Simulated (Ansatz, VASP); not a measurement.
NiRuC6N6 in VASP and in Ansatz

File INCAR:

```
SYSTEM = NiRuC6N6
  PREC = Accurate
  ENCUT = 520
  EDIFF = 1E-6
  ISMEAR = 0
  SIGMA = 0.1
  LREAL = .FALSE.
  LASPH = .TRUE.
  NELM = 150
  ALGO = Normal
  ISIF = 2
  LWAVE = .FALSE.
  LCHARG = .TRUE.
  ISPIN = 2
  MAGMOM = 2 1 0 0 0 0 0 0 0 0 0 0 0 0
  LORBIT = 11
  LMAXMIX = 4
  GGA = PE
  LELF = .TRUE.
  LVHAR = .TRUE.
  NBANDS = 56
```

File KPOINTS:

```
regular mesh
0
G
  4 4 4
  0 0 0
```

POSCAR

```
NiRuC6N6
1.0
    0.0000000000      5.0735000000      5.0735000000
    5.0735000000      0.0000000000      5.0735000000
    5.0735000000      5.0735000000      0.0000000000
Ni Ru C N
1 1 6 6
Direct
    0.5000000000      0.5000000000      0.5000000000
    0.0000000000      0.0000000000      0.0000000000
    0.8131467400      0.1868532600      0.1868532600
    0.1868532600      0.8131467400      0.1868532600
    0.1868532600      0.1868532600      0.8131467400
    0.1868532600      0.8131467400      0.8131467400
    0.8131467400      0.1868532600      0.8131467400
    0.8131467400      0.8131467400      0.1868532600
    0.6978417300      0.3021582700      0.3021582700
    0.3021582700      0.6978417300      0.3021582700
    0.3021582700      0.3021582700      0.6978417300
    0.3021582700      0.6978417300      0.6978417300
    0.6978417300      0.3021582700      0.6978417300
    0.6978417300      0.6978417300      0.3021582700
```

Input for Ansatz:

```yaml
crystal:
  lattice:
    - [0.0, 5.0735, 5.0735]
    - [5.0735, 0.0, 5.0735]
    - [5.0735, 5.0735, 0.0]
  atoms:
    - { symbol: Ni, position: [0.5, 0.5, 0.5], spin: 2.0 }
    - { symbol: Ru, position: [0.0, 0.0, 0.0], spin: 1.0 }
    - { symbol: C, position: [0.81314674, 0.18685326, 0.18685326] }
    - { symbol: C, position: [0.18685326, 0.81314674, 0.18685326] }
    - { symbol: C, position: [0.18685326, 0.18685326, 0.81314674] }
    - { symbol: C, position: [0.18685326, 0.81314674, 0.81314674] }
    - { symbol: C, position: [0.81314674, 0.18685326, 0.81314674] }
    - { symbol: C, position: [0.81314674, 0.81314674, 0.18685326] }
    - { symbol: "N", position: [0.69784173, 0.30215827, 0.30215827] }
    - { symbol: "N", position: [0.30215827, 0.69784173, 0.30215827] }
    - { symbol: "N", position: [0.30215827, 0.30215827, 0.69784173] }
    - { symbol: "N", position: [0.30215827, 0.69784173, 0.69784173] }
    - { symbol: "N", position: [0.69784173, 0.30215827, 0.69784173] }
    - { symbol: "N", position: [0.69784173, 0.69784173, 0.30215827] }
basis:
  ecutwfc: 420
kpoints:
  mp_grid: { grid: [4, 4, 4] }
hamiltonian:
  xc: pbe
scf:
  occupations: { method: gaussian, width: 0.1 }
  lower_state_search: "off"
output:
  forces: true
  stress: true
  eigenvalues: true
  populations: true
magnetization:
  spin_polarized: true
```

Alike in both runs: task single point; functional PBE; k mesh 4 × 4 × 4; occupations gaussian, width 0.1 eV; collinear spin.

|  | VASP | Ansatz |
| --- | --- | --- |
| version | VASP 6.6.1 | Ansatz 0.2.0 |
| potentials or method | VASP PAW PBE potentials, release 64 (Ni, Ru_pv, C, N), cutoff 520 eV | scalar-relativistic, plane waves, PAW |
| valence electrons in the cell | 78 | 88 |

Ansatz gave:

| Property | Result |
| --- | --- |
| gap on the k mesh at the Fermi level (eV) | none |
| pressure (GPa) | 5.3 |
| rms of the force components (eV/Å) | 1.234 |
| net moment per atom (μB) | 0.13 |
| size of the moment on the site where the two differ most (μB) | 0.34 |

Problem. Estimate VASP's values.

Solution. gap on the k mesh at the Fermi level (eV): none; pressure (GPa): 5.2; rms of the force components (eV/Å): 1.134; net moment per atom (μB): 0.04; size of the moment on the site where the two differ most (μB): 0.12.

Site moments also hang on the region over which each program counts them. Atom by atom the forces differ by 0.260 eV/Å (rms over components). A gap of «none» marks a metal or a gap that the smearing closes. With one functional, cell and mesh, what is left measures potentials, basis and numerics. VASP's potentials hold 78 valence electrons a cell and Ansatz's 88, so a difference there can come from the potentials and not from the codes.

Noted on VASP's run: the standard files for N, O and F lose accuracy on very short bonds.
